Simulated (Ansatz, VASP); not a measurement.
YB6 in VASP and in Ansatz

```
CELL_PARAMETERS angstrom
4.04072 0.00000 0.00000
0.00000 4.04072 0.00000
0.00000 0.00000 4.04072
ATOMIC_POSITIONS crystal
Y 0.00000 0.00000 0.00000
B 0.19901 0.50000 0.50000
B 0.50000 0.19901 0.50000
B 0.80099 0.50000 0.50000
B 0.50000 0.80099 0.50000
B 0.50000 0.50000 0.19901
B 0.50000 0.50000 0.80099
```

Alike in both runs: functional LDA; k mesh 10 × 10 × 10; occupations gaussian, width 0.1 eV; no spin polarisation.

Ansatz relaxed the structure, and its values are those at the end. VASP's run is a single point on that final structure, the one shown.

```csv
,VASP,Ansatz
version,VASP 6.6.1,Ansatz 0.2.0
potentials or method,"VASP PAW LDA potentials, release 64 (Y_sv, B), cutoff 520 eV","scalar-relativistic, plane waves, PAW"
valence electrons in the cell,29,29
```

```csv
,VASP,Ansatz,Ansatz less VASP
gap on the k mesh at the Fermi level (eV),none,none,-
pressure (GPa),0.2,0.0,-0.22
rms of the force components (eV/Å),0.014,0.000,-0.0139
```

LDA's correlation is that of Perdew and Zunger in VASP and of Perdew and Wang (1992) in Ansatz. A gap of «none» marks a metal or a gap that the smearing closes.
